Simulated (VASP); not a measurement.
Wanted: the native input for a VASP 6.6.1 run.

```yaml
Task: relaxation of cell and atoms
Functional: PBEsol
Potentials_or_basis: VASP PAW PBE potentials, release 64 (Hf_pv, N)
Cutoff: 600 eV
k_mesh: 4 × 4 × 6
Occupations: gaussian, width 0.1 eV
Spin: no spin polarisation
Dipole_correction: no
Further_INCAR_settings: ALGO = Normal; EDIFF = 1e-06; IBRION = 2; EDIFFG = -0.01; NSW = 80; ISIF = 3
```

The structure of Hf2N lies in POSCAR:

```
Hf2N
1.0
    5.3131240200      0.0000000000      0.0000000000
    0.0000000000      5.3131240200      0.0000000000
    0.0000000000      0.0000000000      3.2420983900
Hf N
4 2
Direct
    0.2955363700      0.2955363700      0.0000000000
    0.7044636300      0.7044636300      0.0000000000
    0.7955363700      0.2044636300      0.5000000000
    0.2044636300      0.7955363700      0.5000000000
    0.0000000000      0.0000000000      0.0000000000
    0.5000000000      0.5000000000      0.5000000000
```

One way to write it, as run:

INCAR

```
PREC = Accurate ; ENCUT = 600
EDIFF = 1E-6 ; ISMEAR = 0
SIGMA = 0.1 ; LREAL = F
LASPH = T ; NELM = 60
ALGO = Normal ; ISIF = 3
LWAVE = F ; LCHARG = F
GGA = PS ; IBRION = 2
NSW = 80 ; EDIFFG = -0.01
```

KPOINTS

```
regular mesh
0
Gamma
  4 4 6
```

Potentials or basis: VASP PAW PBE potentials, release 64 (Hf_pv, N).

Run with:

```sh
$ cat potpaw_PBE.64/Hf_pv/POTCAR potpaw_PBE.64/N/POTCAR > POTCAR
$ mpirun -np 1 vasp_std > vasp.out
```

Results of the run:

```json
{"Relaxed volume": "15.00 Å³/atom", "Relaxed cell": "a = 5.289 Å, b = 5.289 Å, c = 3.219 Å, α = 90.00°, β = 90.00°, γ = 90.00°", "Space group after relaxing (to 0.05 Å)": "P4_2/mnm (No. 136)", "Energy gained by relaxing": "2.9 meV/atom", "Ionic steps": "7", "Pressure after relaxing": "-0.1 GPa", "Band gap on the k mesh": "zero (band 25 reaches 7.36 eV, above the bottom of band 26 at 4.66 eV)"}
```

Caveat: the PAW data sets were made with another functional, which shifts forces and pressure a little; spin-orbit coupling is left out, which moves the levels of the heavy elements.

Wall time 2.8 min on 1 thread of AMD EPYC 9R45 96-Core Processor (Zen 5) (shared host), peak memory 0.23 GiB.
